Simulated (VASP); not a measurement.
# BP: vibrations by perturbation theory with PBEsol

Crystal: BP.

```xyz
2
Lattice="0.0000 2.2690 2.2690 2.2690 0.0000 2.2690 2.2690 2.2690 0.0000" Properties=species:S:1:pos:R:3 pbc="T T T"
P     3.4035    3.4035    3.4035
B     0.0000    0.0000    0.0000
```

```json
{
 "Program": "VASP 6.6.1",
 "Task": "vibrations by perturbation theory",
 "Functional": "PBEsol",
 "Potentials or basis": "VASP PAW PBE potentials, release 64 (P, B)",
 "Cutoff": "520 eV",
 "k mesh": "7 × 7 × 7",
 "Occupations": "fermi-dirac, width 0.05 eV",
 "Spin": "no spin polarisation",
 "Dipole correction": "no",
 "Further INCAR settings": "ALGO = Normal; EDIFF = 1e-08; IBRION = 8; NSW = 1"
}
```

```
Highest phonon frequency at Γ, LO-TO splitting left out : 802 cm⁻¹
```

Phonon frequencies in cm⁻¹ (negative: imaginary):
```tsv
q point	frequencies
(0.000, 0.000, 0.000)	0 0 0 802 802 802
```

Wall time 44 s on 1 thread of AMD EPYC 7R13 Processor (Zen 3), on a shared host, peak memory 0.13 GiB.

Caveat: the cell wasn't relaxed at this level first, which shifts response properties.
